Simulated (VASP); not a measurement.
Here is a VASP 6.6.1 calculation.

Contents of INCAR:

```
SYSTEM = Sn2GeSe3
  PREC = Accurate
  ENCUT = 520
  EDIFF = 1E-7
  ISMEAR = 0
  SIGMA = 0.1
  LREAL = .False.
  LASPH = .True.
  NELM = 80
  ALGO = Normal
  ISIF = 2
  LWAVE = .False.
  LCHARG = .True.
  GGA = PE
  LELF = .True.
  LVHAR = .True.
  NBANDS = 39
```

File KPOINTS:

```
Automatic mesh
0
Gamma
  6 6 6
  0 0 0
```

POSCAR

```
Sn2GeSe3
1.0
   -2.1134189100      2.9888256900      6.3402567400
    2.1134189100     -2.9888256900      6.3402567400
    2.1134189100      2.9888256900     -6.3402567400
Sn Ge Se
2 1 3
Direct
    0.3333333300      0.3333333300      0.0000000000
    0.6666666700      0.6666666700      0.0000000000
    0.0000000000      0.0000000000      0.0000000000
    0.8333333300      0.3333333300      0.5000000000
    0.5000000000      0.0000000000      0.5000000000
    0.1666666700      0.6666666700      0.5000000000
```

Potentials or basis: VASP PAW PBE potentials, release 64 (Sn_d, Ge_d, Se).

Run with:

```bash
$ cat potpaw_PBE.64/Sn_d/POTCAR potpaw_PBE.64/Ge_d/POTCAR potpaw_PBE.64/Se/POTCAR > POTCAR
$ mpirun -np 1 vasp_std > vasp.out
```

What does it give for the band gap on the k mesh?

0.38 eV.

What does it give for the pressure?

-1.0 GPa.

Predict the largest force.

0.515 eV/Å.

Stress tensor (GPa, compression positive):
```
-0.95  0.00  0.00
 0.00 -0.92  0.00
 0.00  0.00 -1.01
```

Caveat: semilocal functionals underestimate gaps, and a narrow one can read as zero; spin-orbit coupling is left out, which moves the levels of the heavy elements. A k mesh can miss the band edges.
